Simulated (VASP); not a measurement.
Write the native input for VASP 6.6.1 that does the following.

- Task: single point
- Functional: LDA
- Potentials or basis: VASP PAW LDA potentials, release 64 (Pt)
- Cutoff: 520 eV
- k mesh: 21 × 21 × 10
- Occupations: gaussian, width 0.15 eV
- Spin: collinear spin, ferromagnetic start
- Starting moments: [0.05, 0.05] μB
- Fixed moment: 0.1 μB
- Dipole correction: no
- Further INCAR settings: ALGO = Normal; EDIFF = 1e-07; NBANDS = 21

The structure of Pt lies in POSCAR:

```
Pt
1.0
    2.6670688980      0.0000000000      0.0000000000
   -1.3335344490      2.3097494193      0.0000000000
    0.0000000000      0.0000000000      4.6053244732
Pt
2
Direct
    0.6666666667      0.3333333333      0.7500000000
    0.3333333333      0.6666666667      0.2500000000
```

One way to write it, as run:

INCAR

```
PREC     = Accurate       # precision mode
ENCUT    = 520            # plane-wave cutoff, eV
EDIFF    = 1E-7           # SCF threshold, eV
ISMEAR   = 0              # smearing method
SIGMA    = 0.15           # smearing width, eV
LREAL    = False          # projectors in reciprocal space
LASPH    = True           # aspherical terms in the spheres
NELM     = 150            # most SCF steps
ALGO     = Normal         # electronic algorithm
ISIF     = 2              # what is computed and relaxed
LWAVE    = False          # write WAVECAR
LCHARG   = True           # write CHGCAR
ISPIN    = 2              # spin polarisation
MAGMOM   = 0.05 0.05      # initial moments
LORBIT   = 11             # projections on sites
NUPDOWN  = 0.1            # fixed moment
LMAXMIX  = 4              # l up to which the mixer works
LELF     = True           # ELF
LVHAR    = True         
NBANDS   = 21             # bands
```

KPOINTS

```
Automatic mesh
0
Gamma
  21 21 10
```

Potentials or basis: VASP PAW LDA potentials, release 64 (Pt).

Run with:

```console
$ cat potpaw_LDA.64/Pt/POTCAR > POTCAR
$ mpirun -np 1 vasp_std > vasp.out
```

Results of the run:

```json
{
  "Pressure": "16.8 GPa",
  "Net moment": "0.10 μB per cell",
  "Site moments": "Pt +0.05 μB",
  "Valence electrons inside the program's atomic spheres": "Pt 9.49"
}
```

Caveat: the total moment is fixed, so each spin has its own Fermi level.

It took 2.4 min on 1 thread of Intel(R) Xeon(R) Platinum 8375C CPU @ 2.90GHz (Ice Lake), on a shared host, peak memory 0.32 GiB.
